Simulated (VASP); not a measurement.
Set up this calculation in VASP 6.6.1, as the native input.

```yaml
Task: single point
Functional: r2SCAN
Potentials_or_basis: VASP PAW PBE potentials, release 64 (As, Ti_sv, Ce)
Cutoff: 520 eV
k_mesh: 6 × 6 × 3
Occupations: methfessel-paxton, width 0.0138 eV
Spin: no spin polarisation
Dipole_correction: no
Further_INCAR_settings: ALGO = Normal; EDIFF = 1e-06; NBANDS = 44
```

CeTiAs2:

```
CELL_PARAMETERS angstrom
3.99647 0.00000 0.00000
0.00000 3.99647 0.00000
0.00000 0.00000 10.14064
ATOMIC_POSITIONS crystal
As 0.25000 0.25000 0.65810
As 0.75000 0.75000 0.34190
As 0.75000 0.25000 0.00000
As 0.25000 0.75000 0.00000
Ti 0.75000 0.25000 0.50000
Ti 0.25000 0.75000 0.50000
Ce 0.25000 0.25000 0.23844
Ce 0.75000 0.75000 0.76156
```

These files were run (other wordings do the same):

POSCAR

```
CeTiAs2
1.0
    3.9964659300      0.0000000000      0.0000000000
    0.0000000000      3.9964659300      0.0000000000
    0.0000000000      0.0000000000     10.1406355700
As Ti Ce
4 2 2
Direct
    0.2500000000      0.2500000000      0.6581000000
    0.7500000000      0.7500000000      0.3419000000
    0.7500000000      0.2500000000      0.0000000000
    0.2500000000      0.7500000000      0.0000000000
    0.7500000000      0.2500000000      0.5000000000
    0.2500000000      0.7500000000      0.5000000000
    0.2500000000      0.2500000000      0.2384400000
    0.7500000000      0.7500000000      0.7615600000
```

INCAR.step1

```
SYSTEM = CeTiAs2
  ALGO = Normal
  EDIFF = 1E-4
  ENCUT = 520
  GGA = PE
  ISMEAR = 1
  LASPH = .TRUE.
  LCHARG = .FALSE.
  LREAL = .FALSE.
  LWAVE = .TRUE.
  NBANDS = 44
  NELM = 100
  PREC = Accurate
  SIGMA = 0.0138
```

INCAR.step2

```
SYSTEM = CeTiAs2
  ALGO = Normal
  EDIFF = 1E-6
  ENCUT = 520
  ISIF = 2
  ISMEAR = 1
  ISTART = 1
  LASPH = .TRUE.
  LCHARG = .FALSE.
  LMIXTAU = .TRUE.
  LREAL = .FALSE.
  LWAVE = .FALSE.
  METAGGA = R2SCAN
  NBANDS = 44
  NELM = 100
  PREC = Accurate
  SIGMA = 0.0138
```

KPOINTS

```
k-points
0
G
  6 6 3
  0 0 0
```

Potentials or basis: VASP PAW PBE potentials, release 64 (As, Ti_sv, Ce).

The run is started by

```console
$ cat potpaw_PBE.64/As/POTCAR potpaw_PBE.64/Ti_sv/POTCAR potpaw_PBE.64/Ce/POTCAR > POTCAR
$ cp INCAR.step1 INCAR
$ mpirun -np 1 vasp_std > vasp.out
$ cp INCAR.step2 INCAR
$ mpirun -np 1 vasp_std > vasp.out
```

Results of the run:

```
Pressure               : 4.5 GPa
Largest force          : 1.992 eV/Å
Band gap on the k mesh : zero (bands 34 and 35 overlap by 0.15 eV)
```

Caveat: the cell stands under pressure; the PAW data sets were made with another functional, which shifts forces and pressure a little; spin-orbit coupling is left out, which moves the levels of the heavy elements; semilocal functionals describe open f shells poorly, which spoils levels, moments and volumes.

Run time: 16 min on 1 thread of Intel(R) Xeon(R) Platinum 8488C (Sapphire Rapids), on a shared host, peak memory 0.38 GiB.
